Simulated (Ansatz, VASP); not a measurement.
**Ti: VASP beside Ansatz**

File INCAR:

```
SYSTEM = Ti
ALGO     = Fast           ! electronic algorithm
EDIFF    = 1E-6           ! SCF threshold, eV
ENCUT    = 520            ! plane-wave cutoff, eV
ISIF     = 2              ! what is computed and relaxed
ISMEAR   = 0              ! smearing method
LASPH    = .TRUE.         ! aspherical terms in the spheres
LCHARG   = .TRUE.         ! write CHGCAR
LELF     = .TRUE.         ! ELF
LREAL    = .FALSE.        ! projectors in reciprocal space
LVHAR    = .TRUE.       
LWAVE    = .FALSE.        ! write WAVECAR
NBANDS   = 19             ! bands
NELM     = 100            ! most SCF steps
PREC     = Accurate       ! precision mode
SIGMA    = 0.15           ! smearing width, eV
```

The input KPOINTS:

```
k-points
0
G
  18 18 10
  0 0 0
```

File POSCAR:

```
Ti
1.0
    2.9499978604      0.0000000000      0.0000000000
   -1.4749989302      2.5547730882      0.0000000000
    0.0000000000      0.0000000000      4.8500100000
Ti
2
Direct
    0.3333333333      0.6666666667      0.2500000000
    0.6666666667      0.3333333333      0.7500000000
```

Input for Ansatz:

```yaml
crystal:
  lattice:
    - [2.9499978604, 0.0, 0.0]
    - [-1.4749989302, 2.5547730882, 0.0]
    - [0.0, 0.0, 4.85001]
  atoms:
    - { symbol: Ti, position: [0.3333333333, 0.6666666667, 0.25] }
    - { symbol: Ti, position: [0.6666666667, 0.3333333333, 0.75] }
basis:
  ecutwfc: 420
kpoints:
  mp_grid: { grid: [18, 18, 10] }
hamiltonian:
  xc: lda
scf:
  occupations: { method: gaussian, width: 0.15 }
output:
  forces: true
  stress: true
  eigenvalues: true
```

Change from the starting cell: strain +0.0350 x Voigt [0, 0, 1, 0, 0, 0], atoms carried along.

Alike in both runs: task single point; functional LDA; k mesh 18 × 18 × 10; occupations gaussian, width 0.15 eV; no spin polarisation.

|  | VASP | Ansatz |
| --- | --- | --- |
| version | VASP 6.6.1 | Ansatz 0.2.0 |
| potentials or method | VASP PAW LDA potentials, release 64 (Ti_sv), cutoff 520 eV | scalar-relativistic, plane waves, PAW |
| valence electrons in the cell | 24 | 24 |

Ansatz gave:

| Item | Value |
| --- | --- |
| gap on the k mesh at the Fermi level (eV) | none |
| pressure (GPa) | -12.8 |
| traceless stress, the component that is largest in VASP (GPa) | -2.37 |

Q: Estimate VASP's values.

A: gap on the k mesh at the Fermi level (eV): none; pressure (GPa): -12.9; traceless stress, the component that is largest in VASP (GPa): -2.35.

LDA's correlation is that of Perdew and Zunger in VASP and of Perdew and Wang (1992) in Ansatz. A gap of «none» marks a metal or a gap that the smearing closes.
